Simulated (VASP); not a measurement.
# Al30Ga (a cell with a defect) in VASP: further runs, part 2 of 2

VASP 6.6.1.

### 4 Single point, PBEsol

Contents of INCAR:

```
PREC = Accurate ; ENCUT = 520
EDIFF = 1E-6 ; ISMEAR = 0
SIGMA = 0.15 ; LREAL = Auto
LASPH = True ; NELM = 80
ALGO = Normal ; ISIF = 2
LWAVE = False ; LCHARG = False
GGA = PS ; NBANDS = 72
```

Contents of KPOINTS:

```
Automatic mesh
0
Gamma
  3 3 3
```

Contents of POSCAR:

```
Al30Ga
1.0
    8.1000000000      0.0000000000      0.0000000000
    0.0000000000      8.1000000000      0.0000000000
    0.0000000000      0.0000000000      8.1000000000
Al Ga
30 1
Direct
    0.4997862963     -0.0016343210      0.0007825926
    0.7518264198     -0.0019960494      0.2496617284
    0.2495054321      0.2475862963      0.0008169136
    0.5008127160      0.4987930864      0.0009269136
    0.7520119753      0.7499972840      0.0008427160
    0.2481706173     -0.0007445679      0.2490298765
    0.5004934568      0.2501255556      0.2516085185
    0.7494869136      0.4991660494      0.2517870370
    0.4996735802     -0.0012588889      0.5008312346
    0.7495851852      0.2500503704      0.5008341975
    0.7518135802     -0.0020790123      0.7519149383
    0.0012295062      0.4997770370      0.0009683951
    0.2485746914      0.7511066667      0.0008020988
    0.0015020988      0.2477787654      0.2495603704
    0.2517544444      0.4997545679      0.2521279012
    0.4997837037      0.7480592593      0.2521985185
    0.0007713580     -0.0011645679      0.5007751852
    0.2521372840      0.2502912346      0.5008358025
    0.5004492593      0.4990634568      0.5009004938
    0.7493072840      0.7474935802      0.5008782716
    0.2482608642     -0.0009114815      0.7525502469
    0.5005122222      0.2499804938      0.7499845679
    0.7496014815      0.4989779012      0.7499028395
    0.0004603704      0.7514835802      0.2489720988
    0.0008555556      0.4999586420      0.5007944444
    0.2510744444      0.7485781481      0.5010030864
    0.0016092593      0.2476381481      0.7519253086
    0.2516050617      0.4996600000      0.7496425926
    0.4999277778      0.7478503704      0.7495923457
    0.0003935802      0.7512187654      0.7527386420
    0.7565708642      0.2430030864      0.0006241975
```

Potentials or basis: VASP PAW PBE potentials, release 64 (Al, Ga_d).

Command:

```
$ cat potpaw_PBE.64/Al/POTCAR potpaw_PBE.64/Ga_d/POTCAR > POTCAR
$ mpirun -np 1 vasp_std > vasp.out
```

OUTCAR:

```text
PREC = Accurate
   ENCUT = 520
   EDIFF = 1E-6
   ISMEAR = 0
   LREAL = Auto
   LASPH = True
   NELM = 80
   ISIF = 2
   GGA = PS

 ion  position               nearest neighbor table
   1  0.500  0.998  0.001-  13 2.86   3 2.86  21 2.86   6 2.86   5 2.87  11 2.87   2 2.87  31 2.87
                            29 2.87  16 2.87  22 2.88   7 2.88
   2  0.752  0.998  0.250-  31 2.83  24 2.84   5 2.85  14 2.86  17 2.86   1 2.87  20 2.87  16 2.88
                            10 2.88   9 2.88   7 2.88
   3  0.250  0.248  0.001-   6 2.84  14 2.85  21 2.85  27 2.85   1 2.86  12 2.87   7 2.87  22 2.87
                             4 2.88  28 2.88  15 2.88
   4  0.501  0.499  0.001-   7 2.86   8 2.86  22 2.86  23 2.86  15 2.87  29 2.87  28 2.87  16 2.87
                             5 2.88   3 2.88  13 2.89  31 2.93
   5  0.752  0.750  0.001-  30 2.84  24 2.84   2 2.85  11 2.85  12 2.86   1 2.87   8 2.87  23 2.88
                             4 2.88  29 2.88  16 2.88
   6  0.248  0.999  0.249-  14 2.84  24 2.84  13 2.84   3 2.84  17 2.86   1 2.86  26 2.88  16 2.88
                            18 2.88   7 2.88   9 2.88
   7  0.500  0.250  0.252-  18 2.85   8 2.85  19 2.85  10 2.85  15 2.85   4 2.86   9 2.87   3 2.87
                             1 2.88   6 2.88   2 2.88  31 2.90
   8  0.749  0.499  0.252-  20 2.85   7 2.85  19 2.85  10 2.85  16 2.86   4 2.86  25 2.87   5 2.87
                            12 2.88  24 2.88  14 2.88  31 2.91
   9  0.500  0.999  0.501-  26 2.86  18 2.86  16 2.86  29 2.86  22 2.87   7 2.87  20 2.87  10 2.87
[... 31 lines left out ...]
  25  0.001  0.500  0.501-  26 2.86  20 2.86  15 2.86  28 2.86  23 2.87   8 2.87  18 2.87  10 2.87
                            30 2.88  24 2.88  14 2.88  27 2.88
  26  0.251  0.749  0.501-  29 2.85  16 2.85  28 2.85  15 2.85   9 2.86  25 2.86  19 2.86  17 2.87
                            21 2.88  30 2.88  24 2.88   6 2.88
  27  0.002  0.248  0.752-  31 2.83  21 2.84   3 2.85  11 2.86  17 2.86  12 2.87  18 2.87  28 2.88
                            10 2.88  23 2.88  25 2.88
  28  0.252  0.500  0.750-  29 2.84  26 2.85  19 2.85  18 2.85  22 2.86  25 2.86   4 2.87  12 2.87
                            27 2.88  13 2.88  30 2.88   3 2.88
  29  0.500  0.748  0.750-  28 2.84  26 2.85  19 2.85  20 2.85  23 2.86   9 2.86   4 2.87   1 2.87
                            11 2.88  13 2.88  21 2.88   5 2.88
  30  0.000  0.751  0.753-  11 2.84  21 2.84  13 2.84   5 2.84  17 2.86  12 2.86  26 2.88  28 2.88
                            20 2.88  23 2.88  25 2.88
  31  0.757  0.243  0.001-  27 2.83  11 2.83  14 2.83   2 2.83   1 2.87  12 2.87  23 2.90  22 2.90
[... 219 lines left out ...]
 maximum number of plane-waves:     14358
   NGX = 31   NGY = 31   NGZ = 31

 number of electron     103.0000011 magnetization

 Free energy of the ion-electron system (eV)
  ---------------------------------------------------
  ext. energy  EPLUGINS =         0.00000000
  ---------------------------------------------------
  free energy    TOTEN  =      -125.79647621 eV

  energy without entropy =     -125.69243366  energy(sigma->0) =     -125.74445494

 E-fermi :   7.3645     XC(G=0): -10.1401

 val. band max:        7.3278968129   @ k =   0.3333  -0.3333   0.3333
 cond. band min:       7.3665125797   @ k =  -0.3333  -0.3333   0.3333
 fundamental gap:      0.0386157668
 Fermi energy:         7.3644904273

 k-point     1 :       0.0000    0.0000    0.0000
  band No.  band energies     occupation
      1      -7.3639      2.00000
      2      -7.3607      2.00000
      3      -7.3582      2.00000
      4      -7.3495      2.00000
      5      -7.3396      2.00000
      6      -3.4911      2.00000
[... 913 lines left out ...]
     62       9.2003      0.00000
     63       9.4437      0.00000
 [bands above 63 left out]

------------------------ aborting loop because EDIFF is reached ----------------------------------------

  FORCE on cell =-STRESS in cart. coord.  units (eV):
  Direction    XX          YY          ZZ          XY          YZ          ZX
  --------------------------------------------------------------------------------------
  -------------------------------------------------------------------------------------
  Total       -7.9881590     -7.9867520     -8.7016097      0.5057793      0.0049948      0.0013902
  in kB      -24.0825364    -24.0782946    -26.2334329      1.5248130      0.0150583      0.0041913
  external PRESSURE =     -24.7980880 kB  Pullay stress =       0.0000000 kB

 VOLUME and BASIS-vectors are now :
 -----------------------------------------------------------------------------
  energy-cutoff  :      520.00
  volume of cell :      531.44
      direct lattice vectors                 reciprocal lattice vectors
     8.100000000  0.000000000  0.000000000     0.123456790  0.000000000  0.000000000
     0.000000000  8.100000000  0.000000000     0.000000000  0.123456790  0.000000000
     0.000000000  0.000000000  8.100000000     0.000000000  0.000000000  0.123456790

 POSITION                                       TOTAL-FORCE (eV/Angst)
 -----------------------------------------------------------------------------------
      4.04827      8.08676      0.00634        -0.003592     -0.003920      0.002058
      6.08979      8.08383      2.02226         0.000241      0.005252     -0.006779
      2.02099      2.00545      0.00662        -0.001353     -0.006468     -0.002010
      4.05658      4.04022      0.00751         0.004013     -0.002532     -0.000847
      6.09130      6.07498      0.00683         0.005477      0.002852      0.000790
      2.01018      8.09397      2.01714        -0.005452     -0.001280     -0.008264
[... 23 lines left out ...]
      0.00319      6.08487      6.09718         0.000530      0.009625      0.002705
      6.12822      1.96832      0.00506         0.002210     -0.001538      0.001471
 -----------------------------------------------------------------------------------
    total drift:                                0.037731     -0.060812      0.066153

  FREE ENERGIE OF THE ION-ELECTRON SYSTEM (eV)
  ---------------------------------------------------
  free  energy   TOTEN  =      -125.7964762146 eV

  energy  without entropy=     -125.6924336642  energy(sigma->0) =     -125.74445494
```

Wall time 19 min (1 thread of Intel Xeon 8259CL, shared host); peak memory 0.67 GiB.

Results:

- Free energy: -125.7965 eV
- Pressure: -2.5 GPa
- Largest force: 0.012 eV/Å
- Band gap on the k mesh: zero (an odd number of electrons rules out a gap without spin polarisation)

Forces on the atoms (eV/Å):
```
Al  -0.004 -0.004  0.002
Al   0.000  0.005 -0.007
Al  -0.001 -0.006 -0.002
Al   0.004 -0.003 -0.001
Al   0.005  0.003  0.001
Al  -0.005 -0.001 -0.008
Al   0.005  0.000  0.008
Al  -0.003 -0.004  0.003
Al  -0.001 -0.001  0.000
Al  -0.008  0.002  0.002
Al   0.002  0.003  0.004
Al   0.004  0.003 -0.001
Al  -0.008  0.008  0.002
Al  -0.001  0.000 -0.003
Al  -0.003  0.003  0.003
Al   0.001 -0.004  0.001
Al   0.002 -0.004  0.003
Al   0.007  0.005 -0.001
Al   0.003 -0.002  0.002
Al  -0.004 -0.009 -0.002
Al  -0.007  0.000  0.007
Al   0.004  0.004 -0.004
Al  -0.006 -0.005 -0.002
Al   0.002  0.005 -0.008
Al   0.005  0.000  0.002
Al   0.000 -0.002 -0.002
Al  -0.002  0.001  0.004
Al   0.007  0.000 -0.006
Al  -0.001 -0.003 -0.003
Al   0.001  0.010  0.003
Ga   0.002 -0.002  0.001
```

Stress tensor (GPa, compression positive):
```
-2.41  0.15  0.00
 0.15 -2.41  0.00
 0.00  0.00 -2.62
```

Levels at points of the mesh, in eV from the Fermi level:
| k point | band 50 | band 51 | band 52 | band 53 | band 54 | band 55 |
| --- | --- | --- | --- | --- | --- | --- |
| (0.00, 0.00, 0.00) | -0.24 | 0.40 | 0.49 | 0.49 | 0.53 | 0.57 |

Caveat: the PAW data sets were made with another functional, which shifts forces and pressure a little.

### 5 Summary

```tsv
cell	gap on the mesh (eV)	pressure (GPa)	largest force (eV/Å)
as given, atomic positions A	none	-2.5	0.02
as given, atomic positions B	none	-2.4	0.42
as given, atomic positions C	none	-2.5	0.01
```

Alike in all rows: task single point; level PBEsol; potentials or basis VASP PAW PBE potentials, release 64 (Al, Ga_d); no spin polarisation; k mesh 3 × 3 × 3; cutoff (eV) 520; smearing gaussian 0.15 eV.

Caveats: the PAW data sets were made with another functional, which shifts forces and pressure a little.

Absolute energies hang on the potentials; compare differences alone.
